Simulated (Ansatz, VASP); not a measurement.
Two plane-wave programs on PbSe

INCAR

```
PREC = Accurate ; ENCUT = 520
EDIFF = 1E-8 ; ISMEAR = -1
SIGMA = 0.01 ; LREAL = False
LASPH = True ; NELM = 60
ALGO = Normal ; ISIF = 2
LWAVE = False ; LCHARG = False
GGA = PE ; LEFG = True
NBANDS = 17
```

KPOINTS

```
Automatic mesh
0
Gamma
  9 9 9
```

Contents of POSCAR:

```
PbSe
1.0
    0.0000000000      3.1233930000      3.0621500000
    3.1233930000      0.0000000000      3.0621500000
    3.1233930000      3.1233930000      0.0000000000
Pb Se
1 1
Direct
    0.0000000000      0.0000000000      0.0000000000
    0.5000000000      0.5000000000      0.5000000000
```

Input for Ansatz:

```yaml
crystal:
  lattice:
    - [0.0, 3.123393, 3.06215]
    - [3.123393, 0.0, 3.06215]
    - [3.123393, 3.123393, 0.0]
  atoms:
    - { symbol: Pb, position: [0.0, 0.0, 0.0] }
    - { symbol: Se, position: [0.5, 0.5, 0.5] }
kpoints:
  mp_grid: { grid: [9, 9, 9] }
scf:
  occupations: { method: fermi_dirac, width: 0.01 }
hamiltonian:
  xc: pbe
  pseudopotentials: { kind: paw }
output:
  forces: true
  stress: true
  eigenvalues: true
  efg: { contact_densities: true }
  write_density: true
  write_potential: true
  elf: true
  volumetric_format: npy
```

Change from the starting cell: equal xx and yy strain of +2 %, PAW files.

Alike in both runs: task electric field gradients; functional PBE; k mesh 9 × 9 × 9; occupations fermi-dirac, width 0.01 eV; no spin polarisation.

```csv
,VASP,Ansatz
version,VASP 6.6.1,Ansatz 0.2.0
potentials or method,"VASP PAW PBE potentials, release 64 (Pb_d, Se)","PAW with Ansatz's default frozen-core files, scalar-relativistic"
plane-wave cutoff (eV),520,420
valence electrons in the cell,20,30
```

```csv
,VASP,Ansatz,Ansatz less VASP
gap on the k mesh at the Fermi level (eV),0.74,0.74,-0.002
pressure (GPa),0.3,0.3,+0.02
"traceless stress, the component that is largest in VASP (GPa)",1.46,1.45,-0.004
size of Vzz on the site where it differs most (V/Å²),59.3,63.3,+4.01
```

VASP's potentials hold 20 valence electrons a cell and Ansatz's 30, so a difference there can come from the potentials and not from the codes.

Spin-orbit coupling is off throughout.
